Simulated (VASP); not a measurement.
Wanted: the native input for a VASP 6.6.1 run.

* Task: single point
* Functional: PBE
* Potentials or basis: VASP PAW PBE potentials, release 64 (Cd)
* Cutoff: 520 eV
* k mesh: 12 × 12 × 6
* Occupations: fermi-dirac, width 0.03 eV
* Spin: no spin polarisation
* Dipole correction: no
* Further INCAR settings: ALGO = Normal; EDIFF = 1e-06; NBANDS = 19

The structure of Cd lies in POSCAR:

```
Cd
1.0
    3.0007103730      0.0000000000      0.0000000000
   -1.5003551865      2.5986914124      0.0000000000
    0.0000000000      0.0000000000      5.9261569577
Cd
2
Direct
    0.3333333333      0.6666666667      0.2500000000
    0.6666666667      0.3333333333      0.7500000000
```

One way to write it, as run:

INCAR

```
SYSTEM = Cd
ALGO = Normal
EDIFF = 1E-6
ENCUT = 520
GGA = PE
ISIF = 2
ISMEAR = -1
LASPH = .True.
LCHARG = .False.
LREAL = .False.
LWAVE = .False.
NBANDS = 19
NELM = 60
PREC = Accurate
SIGMA = 0.03
```

KPOINTS

```
k-points
0
Gamma
  12 12 6
  0 0 0
```

Potentials or basis: VASP PAW PBE potentials, release 64 (Cd).

Command:

```sh
$ cat potpaw_PBE.64/Cd/POTCAR > POTCAR
$ mpirun -np 1 vasp_std > vasp.out
```

It gave:

| Quantity | Value |
| --- | --- |
| Pressure | 0.2 GPa |
| Band gap on the k mesh | zero (bands 12 and 13 overlap by 4.11 eV) |

Run time: 49 s on 1 thread of Intel Xeon 8259CL, with other jobs on the host, peak memory 0.2 GiB.
